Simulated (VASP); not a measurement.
Wanted: the native input for a VASP 6.6.1 run.

```yaml
Task: relaxation of cell and atoms
Functional: PBEsol
Potentials_or_basis: VASP PAW PBE potentials, release 64 (Hf_pv, N)
Cutoff: 600 eV
k_mesh: 18 × 18 × 8
Occupations: gaussian, width 0.1 eV
Spin: no spin polarisation
Target_pressure: 10 GPa
Dipole_correction: no
Further_INCAR_settings: ALGO = Normal; EDIFF = 1e-07; IBRION = 2; EDIFFG = -0.008; NSW = 70; ISIF = 3
```

The structure of HfN lies in POSCAR:

```
HfN
1.0
    3.0925985959      0.0000000000      0.0000000000
   -1.5462992980      2.6782689477      0.0000000000
    0.0000000000      0.0000000000      5.3306587632
Hf N
2 2
Direct
    0.6666666667      0.3333333333      0.7500000000
    0.3333333333      0.6666666667      0.2500000000
    0.0000000000      0.0000000000      0.0000000000
    0.0000000000      0.0000000000      0.5000000000
```

One way to write it, as run:

INCAR

```
SYSTEM = HfN
  ALGO = Normal
  EDIFF = 1E-7
  EDIFFG = -0.008
  ENCUT = 600
  GGA = PS
  IBRION = 2
  ISIF = 3
  ISMEAR = 0
  LASPH = .TRUE.
  LCHARG = .FALSE.
  LREAL = .FALSE.
  LWAVE = .FALSE.
  NELM = 60
  NSW = 70
  PREC = Accurate
  PSTRESS = 100.0
  SIGMA = 0.1
```

KPOINTS

```
k-points
0
G
  18 18 8
  0 0 0
```

Potentials or basis: VASP PAW PBE potentials, release 64 (Hf_pv, N).

Run with:

```sh
$ cat potpaw_PBE.64/Hf_pv/POTCAR potpaw_PBE.64/N/POTCAR > POTCAR
$ mpirun -np 1 vasp_std > vasp.out
```

It gave:

```
Relaxed volume                                             : 10.97 Å³/atom
Relaxed cell                                               : a = 3.086 Å, b = 3.086 Å, c = 5.320 Å, α = 90.00°, β = 90.00°, γ = 120.00°
Space group after relaxing (to 0.1 Å)                      : P6_3/mmc (No. 194)
Energy change on relaxing (the run minimises the enthalpy) : +4.0 meV/atom
Ionic steps                                                : 3
Pressure after relaxing                                    : 10.0 GPa
Band gap on the k mesh                                     : zero (bands 15 and 16 overlap by 2.49 eV)
```

Caveat: the cell is relaxed towards a set pressure, so the run minimises the enthalpy, not the energy; the PAW data sets were made with another functional, which shifts forces and pressure a little; spin-orbit coupling is left out, which moves the levels of the heavy elements.

Run time: 4.8 min on 1 thread of AMD EPYC 9R45 96-Core Processor (Zen 5), on a shared host, peak memory 0.3 GiB.
